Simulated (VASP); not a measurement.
Runs of VASP 6.6.1 on V. The structure is that of space group Fddd (No. 70), or close to it. The cells are those of the table. 

| cell | k mesh | gap on the mesh (eV) | pressure (GPa) |
| --- | --- | --- | --- |
| a = 4.749, b = 4.749, c = 2.848 Å, angles 96.6, 96.6, 149.6°, 2 atoms | 16 × 16 × 14 | none | -5.6 |
| a = 4.688, b = 4.688, c = 2.811 Å, angles 96.6, 96.6, 149.6°, 2 atoms | 14 × 14 × 9 | none | (a) |
| a = 4.559, b = 4.559, c = 2.734 Å, angles 96.6, 96.6, 149.6°, 2 atoms | 16 × 16 × 14 | none | 16.4 |
| a = 4.688, b = 4.688, c = 2.811 Å, angles 96.6, 96.6, 149.6°, 2 atoms | 16 × 16 × 14 | none | 0.2 |

Alike in all rows: task single point; level BLYP; potentials or basis VASP PAW PBE potentials, release 64 (V_sv); no spin polarisation; cutoff (eV) 520; smearing fermi-dirac 0.1 eV.

Q: Fill in the values left out.

A: (a) 0.3.

Caveats: the PAW data sets were made with another functional, which shifts forces and pressure a little; the cell stands under tension (at least some runs); the cell stands under pressure (at least some runs).

A gap of «none» marks levels without a gap at the run's occupations.
